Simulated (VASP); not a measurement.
Zn6O:

```xyz
7
Lattice="2.8000 0.0000 0.0000 -1.4000 2.4249 0.0000 0.0000 0.0000 13.6000" Properties=species:S:1:pos:R:3 pbc="T T T"
Zn    0.0000    1.6166    5.7120
Zn    1.4000    0.8083    7.8880
Zn    1.4000    0.8083   12.2536
Zn    0.0000    1.6166    1.3464
Zn    1.4000    0.8083    3.5224
Zn    0.0000    1.6166   10.0776
O     0.0000    0.0000    0.0000
```

* Program: VASP 6.6.1
* Task: relaxation of cell and atoms
* Functional: PBE
* Potentials or basis: VASP PAW PBE potentials, release 64 (Zn, O)
* Cutoff: 600 eV
* k mesh: 7 × 7 × 2
* Occupations: gaussian, width 0.2 eV
* Spin: no spin polarisation

At the start: pressure 6.1 GPa; volume 13.19 Å³/atom.

Problem. Where does the relaxation end?

Solution. Over 9 steps the energy falls by 29.7 meV/atom and the volume is 14.18 Å³/atom (+7.5 %); space group P-3m1 (No. 164, to 0.1 Å) before and after.

The path:
```csv
step,energy change (eV),largest force (eV/Å),pressure (GPa),volume (Å³)
1,0.0000,0.6112,6.11,92.34
2,-0.1383,0.2364,-1.52,99.21
3,-0.1398,0.1450,-0.35,98.32
4,-0.1399,0.1623,-0.37,98.48
5,-0.1395,0.2005,-0.53,98.85
6,-0.1758,0.0425,-0.75,99.15
7,-0.2018,0.2679,-0.20,99.66
8,-0.2022,0.2343,-0.23,99.61
9,-0.2076,0.0783,-0.08,99.27
```

Final structure:
```
CELL_PARAMETERS angstrom
2.95039 0.00000 0.00000
-1.47519 2.55511 0.00000
0.00000 0.00000 13.16794
ATOMIC_POSITIONS crystal
Zn 0.33333 0.66667 0.41991
Zn 0.66667 0.33333 0.58009
Zn 0.66667 0.33333 0.89901
Zn 0.33333 0.66667 0.10099
Zn 0.66667 0.33333 0.25787
Zn 0.33333 0.66667 0.74213
O 0.00000 0.00000 0.00000
```

Caveat: the k points lie up to 0.35 Å⁻¹ apart in the final cell, too coarse for converged energies and pressures of a metal; the relaxation stopped at a loose force limit of 0.08 eV/Å, so its end isn't a converged minimum.
